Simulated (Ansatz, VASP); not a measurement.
**Sn3PbO4: VASP beside Ansatz**

```xyz
8
Lattice="5.5322 0.0000 0.0000 0.0000 5.5322 0.0000 0.0000 0.0000 5.1153" Properties=species:S:1:pos:R:3 pbc="T T T"
Sn    0.0000    2.7661    1.1356
Sn    2.7661    0.0000    1.1356
Sn    0.0000    0.0000    4.0030
Pb    2.7661    2.7661    3.8314
O     4.1702    1.3620    0.0313
O     1.3620    4.1702    0.0313
O     4.1702    4.1702    0.0313
O     1.3620    1.3620    0.0313
```

Alike in both runs: functional PBE; k mesh 4 × 4 × 4; occupations gaussian, width 0.1 eV; no spin polarisation.

Ansatz relaxed the structure, and its values are those at the end. VASP's run is a single point on that final structure, the one shown.

|  | VASP | Ansatz |
| --- | --- | --- |
| version | VASP 6.6.1 | Ansatz 0.2.0 |
| potentials or method | VASP PAW PBE potentials, release 64 (Sn_d, Pb_d, O), cutoff 520 eV | scalar-relativistic, plane waves, PAW |
| valence electrons in the cell | 80 | 80 |

|  | VASP | Ansatz | Ansatz less VASP |
| --- | --- | --- | --- |
| gap on the k mesh at the Fermi level (eV) | 0.66 | 0.65 | -0.004 |
| least direct gap on the mesh (eV) | 0.66 | 0.65 | -0.004 |
| pressure (GPa) | 0.2 | 0.0 | -0.15 |
| rms of the force components (eV/Å) | 0.025 | 0.012 | -0.0129 |

The functional is the same, so the differences come from potentials, cutoffs and numerics.

Neither program's run includes spin-orbit coupling.
